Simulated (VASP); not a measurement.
# Os (Fm-3m) in VASP: further runs

Os is run at these levels: PBE; tasks: single point, relaxation of cell and atoms.

Program: VASP 6.6.1. These are calculated values, not measurements. Logs are shortened: lines on timing, memory, paths and dates and some standing lists are left out, and cuts for length are marked.

### 1 The cell of the first run

The structure is cubic, space group Fm-3m (No. 225). The conventional cell has a = 3.857 Å, b = 3.857 Å, c = 3.857 Å, α = 90.00°, β = 90.00°, γ = 90.00°. Within 3.6 Å of Os (site symmetry m-3m) lie 12 Os at 2.73 Å.

This isn't the form of Os at room conditions, which is hcp.

### 2 Single point, PBE

The input, INCAR:

```
PREC     = Accurate       # precision mode
ENCUT    = 520            # plane-wave cutoff, eV
EDIFF    = 1E-6           # SCF threshold, eV
ISMEAR   = -1             # smearing method
SIGMA    = 0.1            # smearing width, eV
LREAL    = False          # projectors in reciprocal space
LASPH    = True           # aspherical terms in the spheres
NELM     = 80             # most SCF steps
ALGO     = Normal         # electronic algorithm
ISIF     = 2              # what is computed and relaxed
LWAVE    = False          # write WAVECAR
LCHARG   = False          # write CHGCAR
GGA      = PE             # functional
NBANDS   = 10             # bands
```

The input, KPOINTS:

```
regular mesh
0
Gamma
  17 17 17
```

The input, POSCAR:

```
Os
1.0
    0.0000000000      1.9285889350      1.9285889350
    1.9285889350      0.0000000000      1.9285889350
    1.9285889350      1.9285889350      0.0000000000
Os
1
Direct
    0.0000000000      0.0000000000      0.0000000000
```

Potentials or basis: VASP PAW PBE potentials, release 64 (Os).

Launch:

```sh
cat potpaw_PBE.64/Os/POTCAR > POTCAR
mpirun -np 1 vasp_std > vasp.out
```

OUTCAR:

```text
PREC = Accurate
   ENCUT = 520
   EDIFF = 1E-6
   ISMEAR = -1
   LREAL = False
   LASPH = True
   NELM = 80
   ISIF = 2
   GGA = PE

 ion  position               nearest neighbor table
   1  0.000  0.000  0.000-

  LATTYP: Found a face centered cubic cell.
 ALAT       =     3.8571778700

  Lattice vectors:

 A1 = (   0.0000000000,   1.9285889350,   1.9285889350)
 A2 = (   1.9285889350,   0.0000000000,   1.9285889350)
 A3 = (   1.9285889350,   1.9285889350,   0.0000000000)

Analysis of symmetry for initial positions (statically):
=====================================================================
 Subroutine PRICEL returns:
 Original cell was already a primitive cell.

 Routine SETGRP: Setting up the symmetry group for a
 face centered cubic supercell.

 Subroutine GETGRP returns: Found 48 space group operations
 (whereof 48 operations were pure point group operations)
 out of a pool of 48 trial point group operations.

The static configuration has the point symmetry O_h .

Analysis of symmetry for dynamics (positions and initial velocities):
=====================================================================
 Subroutine PRICEL returns:
 Original cell was already a primitive cell.

 Routine SETGRP: Setting up the symmetry group for a
 face centered cubic supercell.

 Subroutine GETGRP returns: Found 48 space group operations
 (whereof 48 operations were pure point group operations)
 out of a pool of 48 trial point group operations.

The dynamic configuration has the point symmetry O_h .

 Subroutine INISYM returns: Found 48 space group operations
 (whereof 48 operations are pure point group operations),
 and found     1 'primitive' translations

----------------------------------------------------------------------------------------

                                     Primitive cell

  volume of cell :      14.3466

  direct lattice vectors                    reciprocal lattice vectors
     0.000000000  1.928588935  1.928588935    -0.259256906  0.259256906  0.259256906
     1.928588935  0.000000000  1.928588935     0.259256906 -0.259256906  0.259256906
     1.928588935  1.928588935  0.000000000     0.259256906  0.259256906 -0.259256906

  length of vectors
     2.727436628  2.727436628  2.727436628     0.449046133  0.449046133  0.449046133

  position of ions in fractional coordinates (direct lattice)
     0.000000000  0.000000000  0.000000000

  ion indices of the primitive-cell ions
   primitive index   ion index
                 1           1

----------------------------------------------------------------------------------------

 KPOINTS: regular mesh

Automatic generation of k-mesh.
 Grid dimensions read from file:
 generate k-points for:   17   17   17

 Generating k-lattice:

  Cartesian coordinates                     Fractional coordinates (reciprocal lattice)
    -0.015250406  0.015250406  0.015250406     0.058823529  0.000000000  0.000000000
     0.015250406 -0.015250406  0.015250406     0.000000000  0.058823529  0.000000000
     0.015250406  0.015250406 -0.015250406     0.000000000  0.000000000  0.058823529

  Length of vectors
     0.026414478  0.026414478  0.026414478

  Shift w.r.t. Gamma in fractional coordinates (k-lattice)
     0.000000000  0.000000000  0.000000000

 Subroutine IBZKPT returns following result:
 ===========================================

 Found    165 irreducible k-points:

 Following reciprocal coordinates:
            Coordinates               Weight
  0.000000  0.000000  0.000000      1.000000
  0.058824  0.000000  0.000000      8.000000
  0.117647  0.000000  0.000000      8.000000
  0.176471  0.000000  0.000000      8.000000
  0.235294  0.000000  0.000000      8.000000
  0.294118  0.000000  0.000000      8.000000
[... 16 lines left out ...]
 -0.176471  0.058824  0.000000     24.000000
 -0.117647  0.058824  0.000000     24.000000
 [... further k-points ...]
   k-points           NKPTS =    165   k-points in BZ     NKDIM =    165   number of bands    NBANDS=     10
   number of dos      NEDOS =    301   number of ions     NIONS =      1
   total plane-waves  NPLWV =   8000
   dimension x,y,z NGX =    20 NGY =   20 NGZ =   20
   dimension x,y,z NGXF=    40 NGYF=   40 NGZF=   40
   ions per type =               1
   NGX,Y,Z   is equivalent  to a cutoff of  12.19, 12.19, 12.19 a.u.
   NGXF,Y,Z  is equivalent  to a cutoff of  24.38, 24.38, 24.38 a.u.
 SYSTEM =  unknown system
   PREC   = accura    normal or accurate (medium, high low for compatibility)
   ISTART =      0    job   : 0-new  1-cont  2-samecut
   ICHARG =      2    charge: 1-file 2-atom 10-const
   ISPIN  =      1    spin polarized calculation?
   LNONCOLLINEAR =      F non collinear calculations
   LSORBIT =      F    spin-orbit coupling
   LASPH  =      T    aspherical Exc in radial PAW
   ENCUT  =  520.0 eV  38.22 Ry    6.18 a.u.   5.07  5.07  5.07*2*pi/ulx,y,z
   NELM   =     80;   NELMIN=  2; NELMDL= -5     # of ELM steps
   EDIFF  = 0.1E-05   stopping-criterion for ELM
   LREAL  =      F    real-space projection
   EDIFFG = 0.1E-04   stopping-criterion for IOM
   NSW    =      0    number of steps for IOM
   IBRION =     -1    ionic relax: 0-MD 1-quasi-New 2-CG
   NFREE  =      0    steps in history (QN), initial steepest desc. (CG)
   ISIF   =      2    stress and relaxation
   ISYM   =      2    0-nonsym 1-usesym 2-fastsym
   POTIM  = 0.5000    time-step for ionic-motion
   TEBEG  =    0.0;   TEEND  =   0.0 temperature during run
   PSTRESS=    0.0 pullay stress
   NELECT =       8.0000    total number of electrons
   NUPDOWN=      -1.0000    fix difference up-down
   EMIN   =  10.00;   EMAX   =-10.00  energy-range for DOS
   EFERMI =   0.00;   METHOD = LEGACY
   ISMEAR =    -1;   SIGMA  =   0.10  broadening in eV -4-tet -1-fermi 0-gaus
   EFERMI_NEDOS =   21; number of points for ismear=-14 and -15
   IALGO  =     38    algorithm
   IMIX   =      4    mixing-type and parameters
     AMIX     =   0.40;   BMIX     =  1.00
     AMIX_MAG =   1.60;   BMIX_MAG =  1.00
  volume/ion in A,a.u.               =      14.35        96.82
  Fermi-wavevector in a.u.,A,eV,Ry     =   1.347478  2.546365 24.704073  1.815698
  Thomas-Fermi vector in A             =   2.475226
   LORBIT       =      0    0 simple, 1 ext, 2 COOP (PROOUT), +10 PAW based schemes
   GGA     = PE    functional components
[... 5 lines left out ...]
 non-spin polarized calculation
  energy-cutoff  :      520.00
  volume of cell :       14.35
 maximum number of plane-waves:       394
   NGX = 11   NGY = 11   NGZ = 11

 number of electron       8.0000000 magnetization

 Free energy of the ion-electron system (eV)
  ---------------------------------------------------
  ext. energy  EPLUGINS =         0.00000000
  ---------------------------------------------------
  free energy    TOTEN  =       -11.12199041 eV

  energy without entropy =      -11.09027931  energy(sigma->0) =      -11.10613486

 E-fermi :   8.9746     XC(G=0): -13.9107

 val. band max:        8.9698152504   @ k =   0.4118   0.2941   0.0588
 cond. band min:       8.9782912761   @ k =   0.4706   0.2941   0.0000
 fundamental gap:      0.0084760257
 Fermi energy:         8.9745972233

 k-point     1 :       0.0000    0.0000    0.0000
  band No.  band energies     occupation
      1      -1.6276      2.00000
      2       6.0787      2.00000
      3       6.0787      2.00000
      4       6.0787      2.00000
      5       9.0144      0.80350
      6       9.0144      0.80350
      7      23.2377      0.00000
      8      28.9106      0.00000
      9      28.9106      0.00000
     10      28.9106      0.00000

 k-point     2 :       0.0588    0.0000    0.0000
  band No.  band energies     occupation
      1      -1.4696      2.00000
      2       5.9831      2.00000
      3       6.1506      2.00000
      4       6.1506      2.00000
      5       8.9628      1.05894
      6       8.9628      1.05893
      7      23.5312      0.00000
      8      28.0838      0.00000
      9      29.1891      0.00000
     10      29.1891      0.00000

 k-point     3 :       0.1176    0.0000    0.0000
  band No.  band energies     occupation
      1      -1.0145      2.00000
      2       5.7422      2.00000
      3       6.3348      2.00000
      4       6.3348      2.00000
      5       8.8542      1.53848
      6       8.8542      1.53848
      7      24.3236      0.00000
      8      26.5773      0.00000
      9      29.9977      0.00000
     10      29.9977      0.00000

 k-point     4 :       0.1765    0.0000    0.0000
  band No.  band energies     occupation
      1      -0.3282      2.00000
      2       5.4810      2.00000
      3       6.5232      2.00000
      4       6.5232      2.00000
      5       8.8308      1.61613
      6       8.8308      1.61613
      7      24.7257      0.00000
      8      25.7241      0.00000
      9      31.2614      0.00000
     10      31.2614      0.00000
[... 222 lines left out ...]
 k-point    22 :      -0.2353    0.0588    0.0000
  band No.  band energies     occupation
      1       0.8249      2.00000
      2       5.2972      2.00000
      3       6.5038      2.00000
      4       6.6396      2.00000
      5       8.7474      1.81311
      6       9.7881      0.00059
      7      23.1245      0.00000
      8      26.4904      0.00000
      9      31.6984      0.00000
     10      32.3518      0.00000

 k-point    23 :      -0.1765    0.0588    0.0000
  band No.  band energies     occupation
      1       0.0614      2.00000
      2       5.3002      2.00000
      3       6.5909      2.00000
      4       6.6614      2.00000
      5       8.4390      1.99060
      6       9.3089      0.06826
      7      24.5036      0.00000
      8      26.1272      0.00000
      9      30.6242      0.00000
     10      32.6592      0.00000

 k-point    24 :      -0.1176    0.0588    0.0000
  band No.  band energies     occupation
      1      -0.6738      2.00000
      2       5.5383      2.00000
      3       6.4673      2.00000
      4       6.4957      2.00000
      5       8.5123      1.98055
      6       9.0916      0.47359
      7      24.8885      0.00000
      8      26.0785      0.00000
      9      29.6614      0.00000
     10      31.0695      0.00000

 [... further k-points ...]

------------------------ aborting loop because EDIFF is reached ----------------------------------------

  FORCE on cell =-STRESS in cart. coord.  units (eV):
  Direction    XX          YY          ZZ          XY          YZ          ZX
  --------------------------------------------------------------------------------------
  -------------------------------------------------------------------------------------
  Total       -0.0126618     -0.0126618     -0.0126618      0.0000000      0.0000000      0.0000000
  in kB       -1.4140274     -1.4140274     -1.4140274      0.0000000      0.0000000      0.0000000
  external PRESSURE =      -1.4140274 kB  Pullay stress =       0.0000000 kB

 VOLUME and BASIS-vectors are now :
 -----------------------------------------------------------------------------
  energy-cutoff  :      520.00
  volume of cell :       14.35
      direct lattice vectors                 reciprocal lattice vectors
     0.000000000  1.928588935  1.928588935    -0.259256906  0.259256906  0.259256906
     1.928588935  0.000000000  1.928588935     0.259256906 -0.259256906  0.259256906
     1.928588935  1.928588935  0.000000000     0.259256906  0.259256906 -0.259256906

 POSITION                                       TOTAL-FORCE (eV/Angst)
 -----------------------------------------------------------------------------------
      0.00000      0.00000      0.00000        -0.000000      0.000000     -0.000000
 -----------------------------------------------------------------------------------
    total drift:                                0.000000     -0.000000     -0.000000

  FREE ENERGIE OF THE ION-ELECTRON SYSTEM (eV)
  ---------------------------------------------------
  free  energy   TOTEN  =       -11.1219904121 eV

  energy  without entropy=      -11.0902793135  energy(sigma->0) =      -11.10613486
```

It took 31 s on 1 thread of AMD EPYC, shared host; peak memory 0.11 GiB.

Results:

| Item | Value |
| --- | --- |
| Free energy | -11.1220 eV |
| Pressure | -0.1 GPa |
| Band gap on the k mesh | zero (bands 4 and 5 overlap by 3.77 eV) |

Caveat: spin-orbit coupling is left out, which moves the levels of the heavy elements.

### 3 Single point, PBE (14.35 Å³/atom)

The input, INCAR:

```
SYSTEM = Os
ALGO = Normal
EDIFF = 1E-6
ENCUT = 520
GGA = PE
ISIF = 2
ISMEAR = -1
LASPH = .True.
LCHARG = .False.
LREAL = .False.
LWAVE = .False.
NBANDS = 10
NELM = 60
PREC = Accurate
SIGMA = 0.1
```

The input, KPOINTS:

```
k-points
0
Gamma
  17 17 17
  0 0 0
```

POSCAR is that of step 2.

Potentials or basis: VASP PAW PBE potentials, release 64 (Os).

Launch:

```sh
cat potpaw_PBE.64/Os/POTCAR > POTCAR
mpirun -np 1 vasp_std > vasp.out
```

It took 32 s on 1 thread of AMD EPYC, shared host; peak memory 0.11 GiB.

It converged, with:

| Quantity | Value |
| --- | --- |
| Free energy | -11.1220 eV |
| Pressure | -0.1 GPa |
| Band gap on the k mesh | zero (bands 4 and 5 overlap by 3.77 eV) |

Levels at points of the mesh, in eV from the Fermi level:
```
           k point  band 2  band 3  band 4  band 5  band 6  band 7
(0.00, 0.00, 0.00)   -2.90   -2.90   -2.90    0.04    0.04   14.26
```

Caveat: spin-orbit coupling is left out, which moves the levels of the heavy elements.

### 4 Relaxation of cell and atoms, PBE

This run uses another cell than the first one, of 14.28 Å³/atom.

The input, INCAR:

```
SYSTEM = Os
PREC = Accurate ; ENCUT = 600
EDIFF = 1E-7 ; ISMEAR = -1
SIGMA = 0.1 ; LREAL = .FALSE.
LASPH = .TRUE. ; NELM = 60
ALGO = Normal ; ISIF = 3
LWAVE = .FALSE. ; LCHARG = .FALSE.
GGA = PE ; IBRION = 2
NSW = 60 ; EDIFFG = -0.005
```

The input, KPOINTS:

```
regular mesh
0
G
  17 17 17
  0 0 0
```

The input, POSCAR:

```
Os
1.0
    0.0000000000      1.9256898635      1.9256898635
    1.9256898635      0.0000000000      1.9256898635
    1.9256898635      1.9256898635      0.0000000000
Os
1
Direct
    0.0000000000      0.0000000000      0.0000000000
```

Launch:

```sh
cat potpaw_PBE.64/Os/POTCAR > POTCAR
mpirun -np 1 vasp_std > vasp.out
```

Run time: 97 s. Hardware: 1 thread of AMD EPYC, shared host; peak memory 0.13 GiB.

The run converged. Its results:

- Free energy: -11.1228 eV
- Relaxed volume: 14.35 Å³/atom
- Relaxed cell: a = 2.727 Å, b = 2.727 Å, c = 2.727 Å, α = 60.00°, β = 60.00°, γ = 60.00°
- Space group after relaxing (to 0.1 Å): Fm-3m (No. 225)
- Energy gained by relaxing: 0.4 meV/atom
- Ionic steps: 3
- Pressure after relaxing: 0.0 GPa
- Band gap on the k mesh: zero (bands 4 and 5 overlap by 3.77 eV)

The path:
| step | energy change (eV) | largest force (eV/Å) | pressure (GPa) | volume (Å³) |
| --- | --- | --- | --- | --- |
| 1 | 0.0000 | 0.0000 | 1.81 | 14.28 |
| 2 | 0.0058 | 0.0000 | -7.12 | 14.62 |
| 3 | -0.0004 | 0.0000 | 0.00 | 14.35 |

Final structure:
```xyz
1
Lattice="0.0000 1.9286 1.9286 1.9286 0.0000 1.9286 1.9286 1.9286 0.0000" Properties=species:S:1:pos:R:3 pbc="T T T"
Os    0.0000    0.0000    0.0000
```

Levels at points of the mesh, in eV from the Fermi level:
| k point | band 1 | band 2 | band 3 | band 4 | band 5 | band 6 | band 7 | band 8 |
| --- | --- | --- | --- | --- | --- | --- | --- | --- |
| (0.00, 0.00, 0.00) | -10.60 | -2.90 | -2.90 | -2.90 | 0.04 | 0.04 | 14.26 | 19.93 |

Caveat: spin-orbit coupling is left out, which moves the levels of the heavy elements.
